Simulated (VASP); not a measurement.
# MoS2 (P6_3/mmc) in VASP: settings compared

Aim: see how the results for MoS2 move with the level of theory and the settings. Levels: PBE, r2SCAN. Tasks: single point.

Program: VASP 6.6.1. These are calculated values, not measurements. Logs are shortened: lines on timing, memory, paths and dates and some standing lists are left out, and cuts for length are marked.

## Step 1: The cell of the first run

The structure is hexagonal, space group P6_3/mmc (No. 194). The conventional cell has a = 3.173 Å, b = 3.173 Å, c = 12.436 Å, α = 90.00°, β = 90.00°, γ = 120.00°. Within 3.2 Å of Mo (site symmetry -6m2) lie 6 S at 2.40 Å and 6 Mo at 3.17 Å. S (site symmetry 3m) has 3 Mo at 2.40 Å and 7 S at 3.11 to 3.17 Å within 3.2 Å.

## Step 2: Single point, PBE

Contents of INCAR:

```
ALGO     = Normal         # electronic algorithm
EDIFF    = 1E-7           # SCF threshold, eV
ENCUT    = 520            # plane-wave cutoff, eV
GGA      = PE             # functional
ISIF     = 2              # what is computed and relaxed
ISMEAR   = 0              # smearing method
LASPH    = True           # aspherical terms in the spheres
LCHARG   = False          # write CHGCAR
LREAL    = False          # projectors in reciprocal space
LWAVE    = False          # write WAVECAR
NBANDS   = 35             # bands
NELM     = 80             # most SCF steps
PREC     = Accurate       # precision mode
SIGMA    = 0.01           # smearing width, eV
```

Contents of KPOINTS:

```
k-points
0
Gamma
  9 9 2
```

Contents of POSCAR:

```
MoS2
1.0
    3.1730199407      0.0000000000      0.0000000000
   -1.5865099704      2.7479158753      0.0000000000
    0.0000000000      0.0000000000     12.4358960228
Mo S
2 4
Direct
    0.3333333333      0.6666666667      0.2500000000
    0.6666666667      0.3333333333      0.7500000000
    0.6666666667      0.3333333333      0.3750995311
    0.6666666667      0.3333333333      0.1249004689
    0.3333333333      0.6666666667      0.8750995311
    0.3333333333      0.6666666667      0.6249004689
```

Potentials or basis: VASP PAW PBE potentials, release 64 (Mo_sv, S).

On the command line:

```bash
cat potpaw_PBE.64/Mo_sv/POTCAR potpaw_PBE.64/S/POTCAR > POTCAR
mpirun -np 1 vasp_std > vasp.out
```

OUTCAR:

```text
EDIFF = 1E-7
   ENCUT = 520
   GGA = PE
   ISIF = 2
   ISMEAR = 0
   LASPH = True
   LREAL = False
   NELM = 80
   PREC = Accurate

 ion  position               nearest neighbor table
   1  0.333  0.667  0.250-   3 2.40   4 2.40   3 2.40   4 2.40   3 2.40   4 2.40
   2  0.667  0.333  0.750-   5 2.40   6 2.40   5 2.40   6 2.40   5 2.40   6 2.40
   3  0.667  0.333  0.375-   1 2.40   1 2.40   1 2.40
   4  0.667  0.333  0.125-   1 2.40   1 2.40   1 2.40
   5  0.333  0.667  0.875-   2 2.40   2 2.40   2 2.40
   6  0.333  0.667  0.625-   2 2.40   2 2.40   2 2.40

  LATTYP: Found a hexagonal cell.
 ALAT       =     3.1730199407
 C/A-ratio  =     3.9192618563

  Lattice vectors:

 A1 = (   3.1730199407,   0.0000000000,   0.0000000000)
 A2 = (  -1.5865099704,   2.7479158753,   0.0000000000)
 A3 = (   0.0000000000,   0.0000000000,  12.4358960228)

Analysis of symmetry for initial positions (statically):
=====================================================================
 Subroutine PRICEL returns:
 Original cell was already a primitive cell.

 Routine SETGRP: Setting up the symmetry group for a
 hexagonal supercell.

 Subroutine GETGRP returns: Found 24 space group operations
 (whereof 12 operations were pure point group operations)
 out of a pool of 24 trial point group operations.

The static configuration has the point symmetry D_3d.
 The point group associated with its full space group is D_6h.

Analysis of symmetry for dynamics (positions and initial velocities):
=====================================================================
 Subroutine PRICEL returns:
 Original cell was already a primitive cell.

 Routine SETGRP: Setting up the symmetry group for a
 hexagonal supercell.

 Subroutine GETGRP returns: Found 24 space group operations
 (whereof 12 operations were pure point group operations)
 out of a pool of 24 trial point group operations.

The dynamic configuration has the point symmetry D_3d.
 The point group associated with its full space group is D_6h.

 Subroutine INISYM returns: Found 24 space group operations
 (whereof 12 operations are pure point group operations),
 and found     1 'primitive' translations

----------------------------------------------------------------------------------------

                                     Primitive cell

  volume of cell :     108.4310

  direct lattice vectors                    reciprocal lattice vectors
     3.173019941  0.000000000  0.000000000     0.315157175  0.181956080  0.000000000
    -1.586509970  2.747915875  0.000000000     0.000000000  0.363912159  0.000000000
     0.000000000  0.000000000 12.435896023     0.000000000  0.000000000  0.080412380

  length of vectors
     3.173019941  3.173019941 12.435896023     0.363912159  0.363912159  0.080412380

  position of ions in fractional coordinates (direct lattice)
     0.333333333  0.666666667  0.250000000
     0.666666667  0.333333333  0.750000000
     0.666666667  0.333333333  0.375099531
     0.666666667  0.333333333  0.124900469
     0.333333333  0.666666667  0.875099531
     0.333333333  0.666666667  0.624900469

  ion indices of the primitive-cell ions
   primitive index   ion index
                 1           1
                 2           2
                 3           3
                 4           4
                 5           5
                 6           6

----------------------------------------------------------------------------------------

 KPOINTS: k-points

Automatic generation of k-mesh.
 Grid dimensions read from file:
 generate k-points for:    9    9    2

 Generating k-lattice:

  Cartesian coordinates                     Fractional coordinates (reciprocal lattice)
     0.035017464  0.020217342  0.000000000     0.111111111  0.000000000  0.000000000
     0.000000000  0.040434684  0.000000000     0.000000000  0.111111111  0.000000000
     0.000000000  0.000000000  0.040206190     0.000000000  0.000000000  0.500000000

  Length of vectors
     0.040434684  0.040434684  0.040206190

  Shift w.r.t. Gamma in fractional coordinates (k-lattice)
     0.000000000  0.000000000  0.000000000

 Subroutine IBZKPT returns following result:
 ===========================================

 Found     24 irreducible k-points:

 Following reciprocal coordinates:
            Coordinates               Weight
  0.000000  0.000000  0.000000      1.000000
  0.111111  0.000000  0.000000      6.000000
  0.222222  0.000000  0.000000      6.000000
  0.333333 -0.000000  0.000000      6.000000
  0.444444  0.000000  0.000000      6.000000
  0.111111  0.111111  0.000000      6.000000
[... 16 lines left out ...]
  0.333333  0.222222  0.500000     12.000000
  0.333333  0.333333  0.500000      2.000000
   k-points           NKPTS =     24   k-points in BZ     NKDIM =     24   number of bands    NBANDS=     35
   number of dos      NEDOS =    301   number of ions     NIONS =      6
   total plane-waves  NPLWV =  55296
   dimension x,y,z NGX =    24 NGY =   24 NGZ =   96
   dimension x,y,z NGXF=    48 NGYF=   48 NGZF=  192
   ions per type =               2   4
   NGX,Y,Z   is equivalent  to a cutoff of  12.57, 12.57, 12.83 a.u.
   NGXF,Y,Z  is equivalent  to a cutoff of  25.15, 25.15, 25.67 a.u.
 SYSTEM =  unknown system
   PREC   = accura    normal or accurate (medium, high low for compatibility)
   ISTART =      0    job   : 0-new  1-cont  2-samecut
   ICHARG =      2    charge: 1-file 2-atom 10-const
   ISPIN  =      1    spin polarized calculation?
   LNONCOLLINEAR =      F non collinear calculations
   LSORBIT =      F    spin-orbit coupling
   LASPH  =      T    aspherical Exc in radial PAW
   ENCUT  =  520.0 eV  38.22 Ry    6.18 a.u.   5.90  5.90 23.12*2*pi/ulx,y,z
   NELM   =     80;   NELMIN=  2; NELMDL= -5     # of ELM steps
   EDIFF  = 0.1E-06   stopping-criterion for ELM
   LREAL  =      F    real-space projection
   EDIFFG = 0.1E-05   stopping-criterion for IOM
   NSW    =      0    number of steps for IOM
   IBRION =     -1    ionic relax: 0-MD 1-quasi-New 2-CG
   NFREE  =      0    steps in history (QN), initial steepest desc. (CG)
   ISIF   =      2    stress and relaxation
   ISYM   =      2    0-nonsym 1-usesym 2-fastsym
   POTIM  = 0.5000    time-step for ionic-motion
   TEBEG  =    0.0;   TEEND  =   0.0 temperature during run
   PSTRESS=    0.0 pullay stress
   NELECT =      52.0000    total number of electrons
   NUPDOWN=      -1.0000    fix difference up-down
   EMIN   =  10.00;   EMAX   =-10.00  energy-range for DOS
   EFERMI =   0.00;   METHOD = LEGACY
   ISMEAR =     0;   SIGMA  =   0.01  broadening in eV -4-tet -1-fermi 0-gaus
   EFERMI_NEDOS =   21; number of points for ismear=-14 and -15
   IALGO  =     38    algorithm
   IMIX   =      4    mixing-type and parameters
     AMIX     =   0.40;   BMIX     =  1.00
     AMIX_MAG =   1.60;   BMIX_MAG =  1.00
  volume/ion in A,a.u.               =      18.07       121.95
  Fermi-wavevector in a.u.,A,eV,Ry     =   1.281420  2.421533 22.341274  1.642037
  Thomas-Fermi vector in A             =   2.413791
   LORBIT       =      0    0 simple, 1 ext, 2 COOP (PROOUT), +10 PAW based schemes
   GGA     = PE    functional components
   LHFCALC =     F    Hartree Fock is set to
   AEXX    =    0.0000 exact exchange contribution
   IVDW    =     0    specifies the selected vdW correction
   LEPSILON=     F    determine dielectric tensor
   LRPA    =     F    only Hartree local field effects (RPA)
 non-spin polarized calculation
 Gauss-broadening in eV      SIGMA  =   0.01
  energy-cutoff  :      520.00
  volume of cell :      108.43
 maximum number of plane-waves:      2942
 NGX is ok and might be reduce to    24
   NGX = 11   NGY = 11   NGZ = 47

 number of electron      51.9999999 magnetization

 Free energy of the ion-electron system (eV)
  ---------------------------------------------------
  ext. energy  EPLUGINS =         0.00000000
  ---------------------------------------------------
  free energy    TOTEN  =       -43.63246157 eV

  energy without entropy =      -43.63246157  energy(sigma->0) =      -43.63246157

 E-fermi :   7.4321     XC(G=0): -10.7283

 val. band max:        7.3323236378   @ k =   0.0000   0.0000   0.0000
 cond. band min:       8.3557395888   @ k =   0.2222   0.1111   0.0000
 fundamental gap:      1.0234159510
 Fermi energy:         7.4320894097

 k-point     1 :       0.0000    0.0000    0.0000
  band No.  band energies     occupation
      1     -54.1698      2.00000
      2     -54.1698      2.00000
      3     -28.3188      2.00000
      4     -28.3188      2.00000
      5     -28.1057      2.00000
      6     -28.1057      2.00000
[... 27 lines left out ...]
     34       9.7912      0.00000
     35      12.8864      0.00000

 k-point     2 :       0.1111    0.0000    0.0000
  band No.  band energies     occupation
      1     -54.1653      2.00000
      2     -54.1653      2.00000
      3     -28.3098      2.00000
      4     -28.3097      2.00000
      5     -28.1518      2.00000
      6     -28.1518      2.00000
[... 27 lines left out ...]
     34       9.8009      0.00000
     35      13.6841      0.00000

 k-point     3 :       0.2222    0.0000    0.0000
  band No.  band energies     occupation
      1     -54.1537      2.00000
      2     -54.1537      2.00000
      3     -28.2868      2.00000
      4     -28.2867      2.00000
      5     -28.2672      2.00000
      6     -28.2672      2.00000
[... 27 lines left out ...]
     34      10.4422      0.00000
     35      14.7260      0.00000
[... 723 lines left out ...]
 k-point    23 :       0.3333    0.2222    0.5000
  band No.  band energies     occupation
      1     -54.1281      2.00000
      2     -54.1281      2.00000
      3     -28.4330      2.00000
      4     -28.4330      2.00000
      5     -28.2852      2.00000
      6     -28.2852      2.00000
[... 27 lines left out ...]
     34      11.3551      0.00000
     35      13.8856      0.00000

 k-point    24 :       0.3333    0.3333    0.5000
  band No.  band energies     occupation
      1     -54.1258      2.00000
      2     -54.1258      2.00000
      3     -28.3955      2.00000
      4     -28.3955      2.00000
      5     -28.3508      2.00000
      6     -28.3508      2.00000
[... 27 lines left out ...]
     34      11.5452      0.00000
     35      14.0009      0.00000

------------------------ aborting loop because EDIFF is reached ----------------------------------------

  FORCE on cell =-STRESS in cart. coord.  units (eV):
  Direction    XX          YY          ZZ          XY          YZ          ZX
  --------------------------------------------------------------------------------------
  -------------------------------------------------------------------------------------
  Total        1.2273786      1.2273786      2.1369338     -0.0000000      0.0000000      0.0000000
  in kB       18.1357618     18.1357618     31.5753620     -0.0000000      0.0000000      0.0000000
  external PRESSURE =      22.6156285 kB  Pullay stress =       0.0000000 kB

 VOLUME and BASIS-vectors are now :
 -----------------------------------------------------------------------------
  energy-cutoff  :      520.00
  volume of cell :      108.43
      direct lattice vectors                 reciprocal lattice vectors
     3.173019941  0.000000000  0.000000000     0.315157175  0.181956080  0.000000000
    -1.586509970  2.747915875  0.000000000     0.000000000  0.363912159  0.000000000
     0.000000000  0.000000000 12.435896023     0.000000000  0.000000000  0.080412380

 POSITION                                       TOTAL-FORCE (eV/Angst)
 -----------------------------------------------------------------------------------
     -0.00000      1.83194      3.10897         0.000000      0.000000      0.000000
      1.58651      0.91597      9.32692        -0.000000     -0.000000      0.000000
      1.58651      0.91597      4.66470        -0.000000     -0.000000      0.098096
      1.58651      0.91597      1.55325        -0.000000     -0.000000     -0.098096
     -0.00000      1.83194     10.88265        -0.000000      0.000000      0.098096
     -0.00000      1.83194      7.77120        -0.000000      0.000000     -0.098096
 -----------------------------------------------------------------------------------
    total drift:                               -0.000000      0.000000     -0.000000

  FREE ENERGIE OF THE ION-ELECTRON SYSTEM (eV)
  ---------------------------------------------------
  free  energy   TOTEN  =       -43.6324615684 eV

  energy  without entropy=      -43.6324615684  energy(sigma->0) =      -43.63246157
```

It took 58 s on 1 thread of AMD EPYC 9R45 (Zen 5), shared host; peak memory 0.22 GiB.

What came out:

```
Free energy            : -43.6325 eV
Pressure               : 2.3 GPa
Largest force          : 0.098 eV/Å
Band gap on the k mesh : 1.02 eV (least direct gap 1.64 eV)
```

Forces in eV/Å, atoms in the order of the input:
```
Mo   0.000  0.000  0.000
Mo   0.000  0.000  0.000
S    0.000  0.000  0.098
S    0.000  0.000 -0.098
S    0.000  0.000  0.098
S    0.000  0.000 -0.098
```

Stress tensor (GPa, compression positive):
```
1.81 0.00 0.00
0.00 1.81 0.00
0.00 0.00 3.16
```

Levels at points of the mesh, in eV from the valence-band top:
```csv
k point,band 23,band 24,band 25,band 26,band 27,band 28,band 29,band 30
"(0.00, 0.00, 0.00)",-2.16,-1.25,-1.08,0.00,2.11,2.11,2.14,2.14
"(0.00, 0.00, 0.50)",-2.18,-2.18,-0.27,-0.27,2.12,2.12,2.12,2.12
```

Caveat: this functional lacks dispersion, which binds layers or chains, so the pressure and a relaxed spacing across them are unreliable. A k mesh can miss the band edges.

(Continued in part 2 of 3.)
